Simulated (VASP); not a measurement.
# Si63Se (a cell with a defect) in VASP: relaxation of the atoms with PBE

Aim: the relaxation of the atoms of Si63Se (a cell with a defect) with PBE.

Everything below comes from runs of VASP 6.6.1. Logs are shortened: lines on timing, memory, paths and dates and some standing lists are left out, and cuts for length are marked.

**1. The cell of the first run**

The cell holds a defect, 64 atoms: a = 10.862 Å, b = 10.862 Å, c = 10.862 Å, α = 90.00°, β = 90.00°, γ = 90.00°.

**2. Relaxation of the atoms, PBE, collinear spin**

INCAR reads:

```
SYSTEM = Si63Se
PREC = Accurate ; ENCUT = 520
EDIFF = 1E-6 ; ISMEAR = 0
SIGMA = 0.01 ; LREAL = Auto
LASPH = .TRUE. ; NELM = 150
ALGO = Normal ; ISIF = 2
LWAVE = .FALSE. ; LCHARG = .FALSE.
ISPIN = 2 ; MAGMOM = 1 0 0 0 0 0 0 0 0 0 0 0 0 0 0 0 0 0 0 0 0 0 0 0 0 0 0 0 0 0 0 0 0 0 0 0 0 0 0 0 0 0 0 0 0 0 0 0 0 0 0 0 0 0 0 0 0 0 0 0 0 0 0 0
LORBIT = 11 ; NUPDOWN = 1.0
GGA = PE ; IBRION = 2
NSW = 80 ; EDIFFG = -0.01
NELECT = 257.0 ; LUSENCCL = .FALSE.
```

KPOINTS reads:

```
Automatic mesh
0
G
  1 1 1
  0 0 0
```

POSCAR reads:

```
Si63Se
1.0
   10.8620000000      0.0000000000      0.0000000000
    0.0000000000     10.8620000000      0.0000000000
    0.0000000000      0.0000000000     10.8620000000
Se Si
1 63
Direct
    0.0000000000      0.0000000000      0.0000000000
    0.0000000000      0.2500000000      0.2500000000
    0.2500000000      0.0000000000      0.2500000000
    0.2500000000      0.2500000000      0.0000000000
    0.1250000000      0.1250000000      0.1250000000
    0.1250000000      0.3750000000      0.3750000000
    0.3750000000      0.1250000000      0.3750000000
    0.3750000000      0.3750000000      0.1250000000
    0.0000000000      0.0000000000      0.5000000000
    0.0000000000      0.2500000000      0.7500000000
    0.2500000000      0.0000000000      0.7500000000
    0.2500000000      0.2500000000      0.5000000000
    0.1250000000      0.1250000000      0.6250000000
    0.1250000000      0.3750000000      0.8750000000
    0.3750000000      0.1250000000      0.8750000000
    0.3750000000      0.3750000000      0.6250000000
    0.0000000000      0.5000000000      0.0000000000
    0.0000000000      0.7500000000      0.2500000000
    0.2500000000      0.5000000000      0.2500000000
    0.2500000000      0.7500000000      0.0000000000
    0.1250000000      0.6250000000      0.1250000000
    0.1250000000      0.8750000000      0.3750000000
    0.3750000000      0.6250000000      0.3750000000
    0.3750000000      0.8750000000      0.1250000000
    0.0000000000      0.5000000000      0.5000000000
    0.0000000000      0.7500000000      0.7500000000
    0.2500000000      0.5000000000      0.7500000000
    0.2500000000      0.7500000000      0.5000000000
    0.1250000000      0.6250000000      0.6250000000
    0.1250000000      0.8750000000      0.8750000000
    0.3750000000      0.6250000000      0.8750000000
    0.3750000000      0.8750000000      0.6250000000
    0.5000000000      0.0000000000      0.0000000000
    0.5000000000      0.2500000000      0.2500000000
    0.7500000000      0.0000000000      0.2500000000
    0.7500000000      0.2500000000      0.0000000000
    0.6250000000      0.1250000000      0.1250000000
    0.6250000000      0.3750000000      0.3750000000
    0.8750000000      0.1250000000      0.3750000000
    0.8750000000      0.3750000000      0.1250000000
    0.5000000000      0.0000000000      0.5000000000
    0.5000000000      0.2500000000      0.7500000000
    0.7500000000      0.0000000000      0.7500000000
    0.7500000000      0.2500000000      0.5000000000
    0.6250000000      0.1250000000      0.6250000000
    0.6250000000      0.3750000000      0.8750000000
    0.8750000000      0.1250000000      0.8750000000
    0.8750000000      0.3750000000      0.6250000000
    0.5000000000      0.5000000000      0.0000000000
    0.5000000000      0.7500000000      0.2500000000
    0.7500000000      0.5000000000      0.2500000000
    0.7500000000      0.7500000000      0.0000000000
    0.6250000000      0.6250000000      0.1250000000
    0.6250000000      0.8750000000      0.3750000000
    0.8750000000      0.6250000000      0.3750000000
    0.8750000000      0.8750000000      0.1250000000
    0.5000000000      0.5000000000      0.5000000000
    0.5000000000      0.7500000000      0.7500000000
    0.7500000000      0.5000000000      0.7500000000
    0.7500000000      0.7500000000      0.5000000000
    0.6250000000      0.6250000000      0.6250000000
    0.6250000000      0.8750000000      0.8750000000
    0.8750000000      0.6250000000      0.8750000000
    0.8750000000      0.8750000000      0.6250000000
```

Potentials or basis: VASP PAW PBE potentials, release 64 (Se, Si).

Started as:

```bash
$ cat potpaw_PBE.64/Se/POTCAR potpaw_PBE.64/Si/POTCAR > POTCAR
$ mpirun -np 1 vasp_gam > vasp.out
```

OUTCAR:

```text
SYSTEM = Si63Se
   PREC = Accurate
   ENCUT = 520
   EDIFF = 1E-6
   ISMEAR = 0
   LREAL = Auto
   LASPH = .TRUE.
   NELM = 150
   ISIF = 2
   ISPIN = 2
   LORBIT = 11
   NUPDOWN = 1.0
   GGA = PE
   IBRION = 2
   NSW = 80
   EDIFFG = -0.01
   NELECT = 257.0

 ion  position               nearest neighbor table
   1  0.000  0.000  0.000-   5 2.35  30 2.35  47 2.35  56 2.35
   2  0.000  0.250  0.250-   5 2.35   6 2.35  39 2.35  40 2.35
   3  0.250  0.000  0.250-   5 2.35   7 2.35  22 2.35  24 2.35
   4  0.250  0.250  0.000-   5 2.35   8 2.35  14 2.35  15 2.35
   5  0.125  0.125  0.125-   1 2.35   2 2.35   3 2.35   4 2.35
   6  0.125  0.375  0.375-   2 2.35  12 2.35  19 2.35  25 2.35
[... 56 lines left out ...]
  63  0.875  0.625  0.875-  17 2.35  26 2.35  52 2.35  59 2.35
  64  0.875  0.875  0.625-   9 2.35  26 2.35  43 2.35  60 2.35

  LATTYP: Found a simple cubic cell.
 ALAT       =    10.8620000000

  Lattice vectors:

 A1 = (  10.8620000000,   0.0000000000,   0.0000000000)
 A2 = (   0.0000000000,  10.8620000000,   0.0000000000)
 A3 = (   0.0000000000,   0.0000000000,  10.8620000000)

Analysis of symmetry for initial positions (statically):
=====================================================================
 Subroutine PRICEL returns:
 Original cell was already a primitive cell.

 Routine SETGRP: Setting up the symmetry group for a
 simple cubic supercell.

 Subroutine GETGRP returns: Found 24 space group operations
 (whereof 24 operations were pure point group operations)
 out of a pool of 48 trial point group operations.

The static configuration has the point symmetry T_d .

Analysis of symmetry for dynamics (positions and initial velocities):
=====================================================================
 Subroutine PRICEL returns:
 Original cell was already a primitive cell.

 Routine SETGRP: Setting up the symmetry group for a
 simple cubic supercell.

 Subroutine GETGRP returns: Found 24 space group operations
 (whereof 24 operations were pure point group operations)
 out of a pool of 48 trial point group operations.

The dynamic configuration has the point symmetry T_d .

Analysis of structural, dynamic, and magnetic symmetry:
=====================================================================
 Subroutine PRICEL returns:
 Original cell was already a primitive cell.

 Routine SETGRP: Setting up the symmetry group for a
 simple cubic supercell.

 Subroutine GETGRP returns: Found 24 space group operations
 (whereof 24 operations were pure point group operations)
 out of a pool of 48 trial point group operations.

The overall configuration has the point symmetry T_d .

 Subroutine INISYM returns: Found 24 space group operations
 (whereof 24 operations are pure point group operations),
 and found     1 'primitive' translations

----------------------------------------------------------------------------------------

                                     Primitive cell

  volume of cell :    1281.5318

  direct lattice vectors                    reciprocal lattice vectors
    10.862000000  0.000000000  0.000000000     0.092064077  0.000000000  0.000000000
     0.000000000 10.862000000  0.000000000     0.000000000  0.092064077  0.000000000
     0.000000000  0.000000000 10.862000000     0.000000000  0.000000000  0.092064077

  length of vectors
    10.862000000 10.862000000 10.862000000     0.092064077  0.092064077  0.092064077

  position of ions in fractional coordinates (direct lattice)
     0.000000000  0.000000000  0.000000000
     0.000000000  0.250000000  0.250000000
     0.250000000  0.000000000  0.250000000
     0.250000000  0.250000000  0.000000000
     0.125000000  0.125000000  0.125000000
[... 186 lines left out ...]
   NUPDOWN=       1.0000    fix difference up-down
   EMIN   =  10.00;   EMAX   =-10.00  energy-range for DOS
   EFERMI =   0.00;   METHOD = LEGACY
   ISMEAR =     0;   SIGMA  =   0.01  broadening in eV -4-tet -1-fermi 0-gaus
   EFERMI_NEDOS =   21; number of points for ismear=-14 and -15
   IALGO  =     38    algorithm
   IMIX   =      4    mixing-type and parameters
     AMIX     =   0.40;   BMIX     =  1.00
     AMIX_MAG =   1.60;   BMIX_MAG =  1.00
  volume/ion in A,a.u.               =      20.02       135.13
  Fermi-wavevector in a.u.,A,eV,Ry     =   0.958244  1.810818 12.493297  0.918231
  Thomas-Fermi vector in A             =   2.087334
   LORBIT       =     11    0 simple, 1 ext, 2 COOP (PROOUT), +10 PAW based schemes
   GGA     = PE    functional components
   LHFCALC =     F    Hartree Fock is set to
   AEXX    =    0.0000 exact exchange contribution
   IVDW    =     0    specifies the selected vdW correction
   LEPSILON=     F    determine dielectric tensor
   LRPA    =     F    only Hartree local field effects (RPA)
 conjugate gradient relaxation of ions
 spin polarized calculation
 Gauss-broadening in eV      SIGMA  =   0.01
  energy-cutoff  :      520.00
  volume of cell :     1281.53
 maximum number of plane-waves:     17229
 NGX is ok and might be reduce to    84
   NGX = 41   NGY = 41   NGZ = 41

--------------------------------------- Ionic step        1  -------------------------------------------

 number of electron     256.9999971 magnetization       1.0000000

 Free energy of the ion-electron system (eV)
  ---------------------------------------------------
  ext. energy  EPLUGINS =         0.00000000
  ---------------------------------------------------
  free energy    TOTEN  =      -343.18291187 eV

  energy without entropy =     -343.18291187  energy(sigma->0) =     -343.18291187

------------------------ aborting loop because EDIFF is reached ----------------------------------------

  FORCE on cell =-STRESS in cart. coord.  units (eV):
  Direction    XX          YY          ZZ          XY          YZ          ZX
  --------------------------------------------------------------------------------------
  -------------------------------------------------------------------------------------
  Total       14.9475308     14.9475308     14.9475308      0.0000000     -0.0000000      0.0000000
  in kB       18.6874758     18.6874758     18.6874758      0.0000000     -0.0000000      0.0000000
  external PRESSURE =      18.6874758 kB  Pullay stress =       0.0000000 kB
[... 275 lines left out ...]
  FREE ENERGIE OF THE ION-ELECTRON SYSTEM (eV)
  ---------------------------------------------------
  free  energy   TOTEN  =      -343.7971498617 eV

  energy  without entropy=     -343.7971498617  energy(sigma->0) =     -343.79714986

[... ionic steps 4 to 10 ...]

--------------------------------------- Ionic step       11  -------------------------------------------

 number of electron     256.9999983 magnetization       1.0000000

------------------------ aborting loop because EDIFF is reached ----------------------------------------
[... 191 lines left out ...]
--------------------------------------- Ionic step       13  -------------------------------------------

 number of electron     256.9999983 magnetization       1.0000000

 Free energy of the ion-electron system (eV)
  ---------------------------------------------------
  ext. energy  EPLUGINS =         0.00000000
  ---------------------------------------------------
  free energy    TOTEN  =      -343.89707945 eV

  energy without entropy =     -343.89707945  energy(sigma->0) =     -343.89707945

 E-fermi :   5.9023     XC(G=0):  -9.3811

 val. band max:        5.8159947411   @ k =   0.0000   0.0000   0.0000
 cond. band min:       5.9937136373   @ k =   0.0000   0.0000   0.0000
 fundamental gap:      0.1777188962
 Fermi energy:         5.8619510559

 spin component 1

 k-point     1 :       0.0000    0.0000    0.0000
  band No.  band energies     occupation
      1      -8.6548      1.00000
      2      -6.0104      1.00000
      3      -5.0767      1.00000
      4      -5.0767      1.00000
      5      -5.0767      1.00000
      6      -4.9973      1.00000
[... 132 lines left out ...]
    139       6.9831      0.00000
    140       6.9831      0.00000
 Fermi energy:         5.9022998465

 spin component 2

 k-point     1 :       0.0000    0.0000    0.0000
  band No.  band energies     occupation
      1      -8.6163      1.00000
      2      -5.9986      1.00000
      3      -5.0527      1.00000
      4      -5.0527      1.00000
      5      -5.0527      1.00000
      6      -4.9897      1.00000
[... 132 lines left out ...]
    139       6.9974      0.00000
    140       6.9974      0.00000
 [bands above 140 left out]

------------------------ aborting loop because EDIFF is reached ----------------------------------------

  FORCE on cell =-STRESS in cart. coord.  units (eV):
  Direction    XX          YY          ZZ          XY          YZ          ZX
  --------------------------------------------------------------------------------------
  -------------------------------------------------------------------------------------
  Total       15.0371570     15.0371570     15.0371570     -0.0000000     -0.0000000      0.0000000
  in kB       18.7995269     18.7995269     18.7995269     -0.0000000     -0.0000000      0.0000000
  external PRESSURE =      18.7995269 kB  Pullay stress =       0.0000000 kB
[... 79 lines left out ...]
  FREE ENERGIE OF THE ION-ELECTRON SYSTEM (eV)
  ---------------------------------------------------
  free  energy   TOTEN  =      -343.8970794543 eV

  energy  without entropy=     -343.8970794543  energy(sigma->0) =     -343.89707945

 reached required accuracy - stopping structural energy minimisation

 total charge

# of ion       s       p       d       tot
------------------------------------------
    1        1.482   2.315   0.038   3.835
    2        0.737   0.963   0.000   1.700
    3        0.737   0.963   0.000   1.700
    4        0.737   0.963   0.000   1.700
    5        0.763   0.891   0.000   1.654
    6        0.738   0.956   0.000   1.694
[... 56 lines left out ...]
   63        0.737   0.961   0.000   1.698
   64        0.737   0.961   0.000   1.698
--------------------------------------------------
tot         48.052  62.476   0.038 110.565

 magnetization (x)

# of ion       s       p       d       tot
------------------------------------------
    1        0.043  -0.015   0.000   0.028
    2       -0.001  -0.002   0.000  -0.002
    3       -0.001  -0.002   0.000  -0.002
    4       -0.001  -0.002   0.000  -0.002
    5        0.003   0.038   0.000   0.041
    6        0.001   0.001   0.000   0.003
[... 56 lines left out ...]
   63        0.001   0.001   0.000   0.002
   64        0.001   0.001   0.000   0.002
--------------------------------------------------
tot          0.120   0.131   0.000   0.252
```

It took 17 min on 1 × NVIDIA H100 80GB with 1 thread of AMD EPYC 7R13 (Zen 3), shared host; peak memory 1.9 GiB.

What came out:

* Free energy: -343.8971 eV
* Energy gained by relaxing: 11.2 meV/atom
* Ionic steps: 13
* Largest force after relaxing: 0.005 eV/Å
* Net moment: 1.00 μB per cell
* Site moments: Se +0.03; Si -0.00, +0.04, +0.00, +0.01 (each value once) μB
* Valence electrons inside the program's atomic spheres: Se 3.83; Si 1.70, 1.65, 1.69 (each value once)

Forces in eV/Å, atoms in the order of the input:
```
Se   0.000  0.000  0.000
Si  -0.002  0.001  0.001
Si   0.001 -0.002  0.001
Si   0.001  0.001 -0.002
Si  -0.002 -0.002 -0.002
Si  -0.001  0.002  0.002
Si   0.002 -0.001  0.002
Si   0.002  0.002 -0.001
Si   0.000  0.000  0.000
Si   0.002  0.001 -0.001
Si   0.001  0.002 -0.001
Si   0.002  0.002 -0.002
Si  -0.002 -0.002  0.004
Si  -0.002 -0.004  0.002
Si  -0.004 -0.002  0.002
Si   0.002  0.002 -0.002
Si   0.000  0.000  0.000
Si   0.002 -0.001  0.001
Si   0.002 -0.002  0.002
Si   0.001 -0.001  0.002
Si  -0.002  0.004 -0.002
Si  -0.002  0.002 -0.004
Si   0.002 -0.002  0.002
Si  -0.004  0.002 -0.002
Si   0.000  0.000  0.000
Si  -0.002 -0.001 -0.001
Si   0.002  0.002 -0.002
Si   0.002 -0.002  0.002
Si  -0.001 -0.002 -0.002
Si  -0.002  0.002  0.002
Si   0.002 -0.002  0.001
Si   0.002  0.001 -0.002
Si   0.000  0.000  0.000
Si  -0.002  0.002  0.002
Si  -0.001  0.002  0.001
Si  -0.001  0.001  0.002
Si   0.004 -0.002 -0.002
Si  -0.002  0.002  0.002
Si   0.002 -0.002 -0.004
Si   0.002 -0.004 -0.002
Si   0.000  0.000  0.000
Si   0.002  0.002 -0.002
Si  -0.001 -0.002 -0.001
Si  -0.002  0.002  0.002
Si  -0.002 -0.001 -0.002
Si  -0.002  0.002  0.001
Si   0.002 -0.002  0.002
Si   0.001  0.002 -0.002
Si   0.000  0.000  0.000
Si   0.002 -0.002  0.002
Si  -0.002  0.002  0.002
Si  -0.001 -0.001 -0.002
Si  -0.002 -0.002 -0.001
Si  -0.002  0.001  0.002
Si   0.001 -0.002  0.002
Si   0.002  0.002 -0.002
Si   0.000  0.000  0.000
Si  -0.002 -0.002 -0.002
Si  -0.002 -0.002 -0.002
Si  -0.002 -0.002 -0.002
Si  -0.002 -0.002 -0.002
Si   0.004  0.002  0.002
Si   0.002  0.004  0.002
Si   0.002  0.002  0.004
```

Step by step:
```tsv
step	energy change (eV)	largest force (eV/Å)	pressure (GPa)
1	0.0000	1.9808	1.87
2	-0.5422	0.7140	1.86
3	-0.6142	0.3751	1.88
4	-0.6895	0.1124	1.87
5	-0.6940	0.1557	1.88
6	-0.7106	0.0566	1.88
7	-0.7125	0.0400	1.88
8	-0.7125	0.0373	1.88
9	-0.7138	0.0134	1.88
10	-0.7139	0.0244	1.88
11	-0.7139	0.0223	1.88
12	-0.7141	0.0109	1.88
13	-0.7142	0.0050	1.88
```

Caveat: the k points lie up to 0.58 Å⁻¹ apart; the cell carries a net charge on a neutralising background, which shifts energy and pressure; the cell is charged against a uniform background, so pressure and absolute levels hang on convention; the total moment is fixed, so each spin has its own Fermi level and the state may be an excited one.
